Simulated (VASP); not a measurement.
Write the native input for VASP 6.6.1 that does the following.

| Quantity | Value |
| --- | --- |
| Task | single point |
| Functional | r2SCAN |
| Potentials or basis | VASP PAW PBE potentials, release 64 (Lu) |
| Cutoff | 660 eV |
| k mesh | 9 × 9 × 9 |
| Occupations | gaussian, width 0.1 eV |
| Spin | no spin polarisation |
| Dipole correction | no |
| Further INCAR settings | ALGO = Normal; EDIFF = 1e-06; NBANDS = 18 |

Lu:

```
Lu
1.0
     0.00000    2.44002    2.44002
     2.44002    0.00000    2.44002
     2.44002    2.44002    0.00000
Lu
1
Direct
  0.00000 0.00000 0.00000
```

This isn't the form of Lu at room conditions, which is hcp.

One way to write it, as run:

POSCAR

```
Lu
1.0
    0.0000000000      2.4400191280      2.4400191280
    2.4400191280      0.0000000000      2.4400191280
    2.4400191280      2.4400191280      0.0000000000
Lu
1
Direct
    0.0000000000      0.0000000000      0.0000000000
```

INCAR.step1

```
PREC = Accurate
ENCUT = 660
ISMEAR = 0
SIGMA = 0.1
LREAL = False
LASPH = True
NELM = 120
NBANDS = 18
GGA = PE
ALGO = Normal
EDIFF = 1E-5
LWAVE = True
LCHARG = False
GGA_COMPAT = False
```

INCAR.step2

```
PREC = Accurate
ENCUT = 660
EDIFF = 1E-6
ISMEAR = 0
SIGMA = 0.1
LREAL = False
LASPH = True
NELM = 120
ALGO = Normal
ISIF = 2
LWAVE = False
LCHARG = False
METAGGA = R2SCAN
LMIXTAU = True
NBANDS = 18
ISTART = 1
GGA_COMPAT = False
```

KPOINTS

```
regular mesh
0
Gamma
  9 9 9
```

Potentials or basis: VASP PAW PBE potentials, release 64 (Lu).

Launch:

```sh
$ cat potpaw_PBE.64/Lu/POTCAR > POTCAR
$ cp INCAR.step1 INCAR
$ mpirun -np 1 vasp_std > vasp.out
$ cp INCAR.step2 INCAR
$ mpirun -np 1 vasp_std > vasp.out
```

Results of the run:

* Pressure: 0.3 GPa
* Band gap on the k mesh: zero (an odd number of electrons rules out a gap without spin polarisation)

Caveat: the PAW data sets were made with another functional, which shifts forces and pressure a little; spin-orbit coupling is left out, which moves the levels of the heavy elements.

Wall time 78 s on 1 thread of Intel(R) Xeon(R) 6975P-C (Granite Rapids), with other jobs on the host, peak memory 0.19 GiB.
